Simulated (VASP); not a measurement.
## GaN: single point with PBE

The system is GaN.

```xyz
2
Lattice="0.0000 2.2535 2.2535 2.2535 0.0000 2.2535 2.2535 2.2535 0.0000" Properties=species:S:1:pos:R:3 pbc="T T T"
Ga    0.0000    0.0000    0.0000
N     1.1268    1.1268    1.1268
```

```yaml
Program: VASP 6.6.1
Task: single point
Functional: PBE
Potentials_or_basis: VASP PAW PBE potentials, release 64 (Ga_d, N)
Cutoff: 520 eV
k_mesh: 10 × 10 × 10
Occupations: gaussian, width 0.025 eV
Spin: no spin polarisation
```

| Property | Result |
| --- | --- |
| Pressure | 5.1 GPa |
| Band gap on the k mesh | 1.72 eV, direct |

Levels at points of the mesh, in eV from the valence-band top:
```
           k point  band 6  band 7  band 8  band 9  band 10  band 11  band 12  band 13
(0.00, 0.00, 0.00)  -13.12    0.00    0.00    0.00     1.72    10.30    10.30    10.30
(0.50, 0.00, 0.00)  -11.88   -7.04   -0.97   -0.97     4.64     8.73    10.37    10.37
(0.50, 0.50, 0.00)  -11.45   -6.12   -2.70   -2.70     3.35     6.66    11.71    13.96
```

Run time: 8.9 s on 1 thread of Intel(R) Xeon(R) Platinum 8488C (Sapphire Rapids), on a shared host, peak memory 0.15 GiB.
